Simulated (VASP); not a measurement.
# CdIn2O4 (Fd-3m) in VASP: further runs

CdIn2O4 is run at these levels: PBE, LDA; tasks: single point, relaxation of cell and atoms.

All numbers are computed with VASP 6.6.1; they aren't measurements. Logs are shortened: lines on timing, memory, paths and dates and some standing lists are left out, and cuts for length are marked.

### 1 The cell of the first run

The structure is cubic, space group Fd-3m (No. 227). Conventional cell: a = 9.201 Å, b = 9.201 Å, c = 9.201 Å, α = 90.00°, β = 90.00°, γ = 90.00°. Within 2.9 Å of Cd (site symmetry -43m) lie 4 O at 2.20 Å. In (site symmetry -3m) has 6 O at 2.19 Å within 2.9 Å. O (site symmetry 3m) has 3 In at 2.19 Å and 1 Cd at 2.20 Å and 3 O at 2.91 Å within 3.0 Å.

### 2 Single point, PBE

INCAR reads:

```
SYSTEM = CdIn2O4
PREC = Accurate
ENCUT = 600
EDIFF = 1E-6
ISMEAR = -1
SIGMA = 0.02
LREAL = .False.
LASPH = .True.
NELM = 120
ALGO = Normal
ISIF = 2
LWAVE = .False.
LCHARG = .False.
GGA = PE
NBANDS = 75
GGA_COMPAT = .False.
```

KPOINTS reads:

```
regular mesh
0
Gamma
  6 6 6
  0 0 0
```

POSCAR reads:

```
CdIn2O4
1.0
    0.0000000000      4.6003631796      4.6003631796
    4.6003631796      0.0000000000      4.6003631796
    4.6003631796      4.6003631796      0.0000000000
Cd In O
2 4 8
Direct
    0.0000000000      0.0000000000      0.0000000000
    0.2500000000      0.2500000000      0.2500000000
    0.6250000000      0.6250000000      0.6250000000
    0.1250000000      0.6250000000      0.6250000000
    0.6250000000      0.6250000000      0.1250000000
    0.6250000000      0.1250000000      0.6250000000
    0.8618762811      0.8618762811      0.8618762811
    0.8356288432      0.3881237189      0.3881237189
    0.8618762811      0.8618762811      0.4143711568
    0.3881237189      0.8356288432      0.3881237189
    0.4143711568      0.8618762811      0.8618762811
    0.3881237189      0.3881237189      0.3881237189
    0.8618762811      0.4143711568      0.8618762811
    0.3881237189      0.3881237189      0.8356288432
```

Potentials or basis: VASP PAW PBE potentials, release 64 (Cd, In_d, O).

Run with:

```
$ cat potpaw_PBE.64/Cd/POTCAR potpaw_PBE.64/In_d/POTCAR potpaw_PBE.64/O/POTCAR > POTCAR
$ mpirun -np 1 vasp_std > vasp.out
```

OUTCAR:

```text
SYSTEM = CdIn2O4
   PREC = Accurate
   ENCUT = 600
   EDIFF = 1E-6
   ISMEAR = -1
   LREAL = .False.
   LASPH = .True.
   NELM = 120
   ISIF = 2
   GGA = PE

 ion  position               nearest neighbor table
   1  0.000  0.000  0.000-   7 2.20   9 2.20  11 2.20  13 2.20   6 3.81   3 3.81   3 3.81   4 3.81
                             5 3.81   6 3.81   5 3.81   4 3.81   5 3.81   3 3.81   4 3.81   6 3.81
   2  0.250  0.250  0.250-  12 2.20  10 2.20   8 2.20  14 2.20   5 3.81   6 3.81   4 3.81   3 3.81
                             3 3.81   6 3.81   3 3.81   4 3.81   5 3.81   4 3.81   5 3.81   6 3.81
   3  0.625  0.625  0.625-   9 2.19  14 2.19  10 2.19  11 2.19  13 2.19   8 2.19   4 3.25   5 3.25
                             6 3.25   5 3.25   6 3.25   4 3.25   1 3.81   2 3.81   1 3.81   2 3.81
   4  0.125  0.625  0.625-  10 2.19  13 2.19   9 2.19  14 2.19   7 2.19  12 2.19   3 3.25   5 3.25
                             6 3.25   3 3.25   5 3.25   6 3.25   1 3.81   2 3.81   2 3.81   1 3.81
   5  0.625  0.625  0.125-   8 2.19  10 2.19  11 2.19  13 2.19  12 2.19   7 2.19   3 3.25   3 3.25
                             4 3.25   6 3.25   6 3.25   4 3.25   1 3.81   2 3.81   1 3.81   2 3.81
   6  0.625  0.125  0.625-   8 2.19  11 2.19   9 2.19  14 2.19  12 2.19   7 2.19   3 3.25   5 3.25
                             3 3.25   4 3.25   5 3.25   4 3.25   1 3.81   2 3.81   1 3.81   2 3.81
   7  0.862  0.862  0.862-   4 2.19   5 2.19   6 2.19   1 2.20
   8  0.836  0.388  0.388-   6 2.19   5 2.19   3 2.19   2 2.20
   9  0.862  0.862  0.414-   4 2.19   6 2.19   3 2.19   1 2.20
  10  0.388  0.836  0.388-   4 2.19   5 2.19   3 2.19   2 2.20
  11  0.414  0.862  0.862-   6 2.19   5 2.19   3 2.19   1 2.20
  12  0.388  0.388  0.388-   4 2.19   5 2.19   6 2.19   2 2.20
  13  0.862  0.414  0.862-   4 2.19   5 2.19   3 2.19   1 2.20
  14  0.388  0.388  0.836-   4 2.19   6 2.19   3 2.19   2 2.20

  LATTYP: Found a face centered cubic cell.
 ALAT       =     9.2007263592

  Lattice vectors:

 A1 = (   0.0000000000,   4.6003631796,   4.6003631796)
 A2 = (   4.6003631796,   0.0000000000,   4.6003631796)
 A3 = (   4.6003631796,   4.6003631796,   0.0000000000)

Analysis of symmetry for initial positions (statically):
=====================================================================
 Subroutine PRICEL returns:
 Original cell was already a primitive cell.

 Routine SETGRP: Setting up the symmetry group for a
 face centered cubic supercell.

 Subroutine GETGRP returns: Found 48 space group operations
 (whereof 24 operations were pure point group operations)
 out of a pool of 48 trial point group operations.

The static configuration has the point symmetry T_d .
 The point group associated with its full space group is O_h .

[... 145 lines left out ...]
   IALGO  =     38    algorithm
   IMIX   =      4    mixing-type and parameters
     AMIX     =   0.40;   BMIX     =  1.00
     AMIX_MAG =   1.60;   BMIX_MAG =  1.00
  volume/ion in A,a.u.               =      13.91        93.86
  Fermi-wavevector in a.u.,A,eV,Ry     =   1.408467  2.661616 26.990947  1.983779
  Thomas-Fermi vector in A             =   2.530622
   LORBIT       =      0    0 simple, 1 ext, 2 COOP (PROOUT), +10 PAW based schemes
   GGA     = PE    functional components
   LHFCALC =     F    Hartree Fock is set to
   AEXX    =    0.0000 exact exchange contribution
   IVDW    =     0    specifies the selected vdW correction
   LEPSILON=     F    determine dielectric tensor
   LRPA    =     F    only Hartree local field effects (RPA)
 non-spin polarized calculation
  energy-cutoff  :      600.00
  volume of cell :      194.72
 maximum number of plane-waves:      6532
 NGX is ok and might be reduce to    54
   NGX = 25   NGY = 25   NGZ = 25

 number of electron     123.9999995 magnetization

 Free energy of the ion-electron system (eV)
  ---------------------------------------------------
  ext. energy  EPLUGINS =         0.00000000
  ---------------------------------------------------
  free energy    TOTEN  =       -71.54847791 eV

  energy without entropy =      -71.54847791  energy(sigma->0) =      -71.54847791

 E-fermi :   4.0632     XC(G=0): -10.7454

 val. band max:        3.5188575504   @ k =   0.5000   0.0000   0.0000
 cond. band min:       4.5813058914   @ k =   0.0000   0.0000   0.0000
 fundamental gap:      1.0624483410
 Fermi energy:         4.0632027871

 k-point     1 :       0.0000    0.0000    0.0000
  band No.  band energies     occupation
      1     -13.8739      2.00000
      2     -13.2743      2.00000
      3     -13.2743      2.00000
      4     -13.2743      2.00000
      5     -12.9856      2.00000
      6     -12.7429      2.00000
[... 1221 lines left out ...]
     73      13.0465      0.00000
     74      13.0514      0.00000
 [bands above 74 left out]

------------------------ aborting loop because EDIFF is reached ----------------------------------------

  FORCE on cell =-STRESS in cart. coord.  units (eV):
  Direction    XX          YY          ZZ          XY          YZ          ZX
  --------------------------------------------------------------------------------------
  -------------------------------------------------------------------------------------
  Total        7.2952057      7.2952057      7.2952057      0.0000000     -0.0000000      0.0000000
  in kB       60.0263273     60.0263273     60.0263273      0.0000000     -0.0000000      0.0000000
  external PRESSURE =      60.0263273 kB  Pullay stress =       0.0000000 kB

 VOLUME and BASIS-vectors are now :
 -----------------------------------------------------------------------------
  energy-cutoff  :      600.00
  volume of cell :      194.72
      direct lattice vectors                 reciprocal lattice vectors
     0.000000000  4.600363180  4.600363180    -0.108687071  0.108687071  0.108687071
     4.600363180  0.000000000  4.600363180     0.108687071 -0.108687071  0.108687071
     4.600363180  4.600363180  0.000000000     0.108687071  0.108687071 -0.108687071

 POSITION                                       TOTAL-FORCE (eV/Angst)
 -----------------------------------------------------------------------------------
      0.00000      0.00000      0.00000        -0.000000     -0.000000     -0.000000
      2.30018      2.30018      2.30018        -0.000000     -0.000000     -0.000000
      5.75045      5.75045      5.75045        -0.000000     -0.000000     -0.000000
      5.75045      3.45027      3.45027        -0.000000     -0.000000     -0.000000
      3.45027      3.45027      5.75045        -0.000000     -0.000000     -0.000000
      3.45027      5.75045      3.45027        -0.000000     -0.000000     -0.000000
      7.92989      7.92989      7.92989         0.091545      0.091545      0.091545
      3.57102      5.62971      5.62971        -0.091545      0.091545      0.091545
      5.87120      5.87120      7.92989        -0.091545     -0.091545      0.091545
      5.62971      3.57102      5.62971         0.091545     -0.091545      0.091545
      7.92989      5.87120      5.87120         0.091545     -0.091545     -0.091545
      3.57102      3.57102      3.57102        -0.091545     -0.091545     -0.091545
      5.87120      7.92989      5.87120        -0.091545      0.091545     -0.091545
      5.62971      5.62971      3.57102         0.091545      0.091545     -0.091545
 -----------------------------------------------------------------------------------
    total drift:                                0.000000      0.000000     -0.000000

  FREE ENERGIE OF THE ION-ELECTRON SYSTEM (eV)
  ---------------------------------------------------
  free  energy   TOTEN  =       -71.5484779141 eV

  energy  without entropy=      -71.5484779141  energy(sigma->0) =      -71.54847791
```

It took 7.6 min on 1 thread of Intel Xeon Platinum 8259CL at 2.50GHz (Skylake/Cascade Lake), shared host; peak memory 0.53 GiB.

Results:

```yaml
Free_energy: -71.5485 eV
Pressure: 6.0 GPa
Largest_force: 0.159 eV/Å
Band_gap_on_the_k_mesh: 1.06 eV (least direct gap 1.12 eV)
```

Forces on the atoms (eV/Å):
```
Cd   0.000  0.000  0.000
Cd   0.000  0.000  0.000
In   0.000  0.000  0.000
In   0.000  0.000  0.000
In   0.000  0.000  0.000
In   0.000  0.000  0.000
O    0.092  0.092  0.092
O   -0.092  0.092  0.092
O   -0.092 -0.092  0.092
O    0.092 -0.092  0.092
O    0.092 -0.092 -0.092
O   -0.092 -0.092 -0.092
O   -0.092  0.092 -0.092
O    0.092  0.092 -0.092
```

Levels at points of the mesh, in eV from the valence-band top:
```csv
k point,band 60,band 61,band 62,band 63,band 64,band 65
"(0.00, 0.00, 0.00)",-0.09,-0.06,-0.06,1.06,5.06,5.74
"(0.50, 0.00, 0.00)",-0.30,0.00,0.00,3.76,3.93,5.97
"(0.50, 0.50, 0.00)",-0.20,-0.08,-0.08,4.55,4.55,6.04
```

Caveat: the cell stands under pressure; spin-orbit coupling is left out, which moves the levels of the heavy elements. A hybrid or GW would open this gap; PBE tends to underestimate it.

### 3 Single point, LDA

INCAR reads:

```
ALGO = Normal ; EDIFF = 1E-6
ENCUT = 600 ; GGA = CA
GGA_COMPAT = False ; ISIF = 2
ISMEAR = 0 ; LASPH = True
LCHARG = False ; LREAL = False
LWAVE = False ; NBANDS = 75
NELM = 120 ; PREC = Accurate
SIGMA = 0.01
```

KPOINTS reads:

```
k-points
0
Gamma
  6 6 6
```

POSCAR is that of step 2.

Potentials or basis: VASP PAW LDA potentials, release 64 (Cd, In_d, O).

Run with:

```
$ cat potpaw_LDA.64/Cd/POTCAR potpaw_LDA.64/In_d/POTCAR potpaw_LDA.64/O/POTCAR > POTCAR
$ mpirun -np 1 vasp_std > vasp.out
```

Run time: 7 min. Hardware: 1 thread of Intel Xeon Platinum 8259CL at 2.50GHz (Skylake/Cascade Lake), shared host; peak memory 0.45 GiB.

Results (log left out):

| Item | Value |
| --- | --- |
| Free energy | -82.6958 eV |
| Pressure | -4.3 GPa |
| Largest force | 0.015 eV/Å |
| Band gap on the k mesh | 0.95 eV (least direct gap 1.00 eV) |

Forces on the atoms (eV/Å):
```
Cd   0.000  0.000  0.000
Cd   0.000  0.000  0.000
In   0.000  0.000  0.000
In   0.000  0.000  0.000
In   0.000  0.000  0.000
In   0.000  0.000  0.000
O   -0.009 -0.009 -0.009
O    0.009 -0.009 -0.009
O    0.009  0.009 -0.009
O   -0.009  0.009 -0.009
O   -0.009  0.009  0.009
O    0.009  0.009  0.009
O    0.009 -0.009  0.009
O   -0.009 -0.009  0.009
```

Levels at points of the mesh, in eV from the valence-band top:
```csv
k point,band 60,band 61,band 62,band 63,band 64,band 65
"(0.00, 0.00, 0.00)",-0.10,-0.06,-0.06,0.95,4.90,5.53
"(0.50, 0.00, 0.00)",-0.32,0.00,0.00,3.64,3.81,5.80
"(0.50, 0.50, 0.00)",-0.22,-0.08,-0.08,4.43,4.43,5.90
```

Caveat: the cell stands under tension; spin-orbit coupling is left out, which moves the levels of the heavy elements.

[end of part 1 of 2]
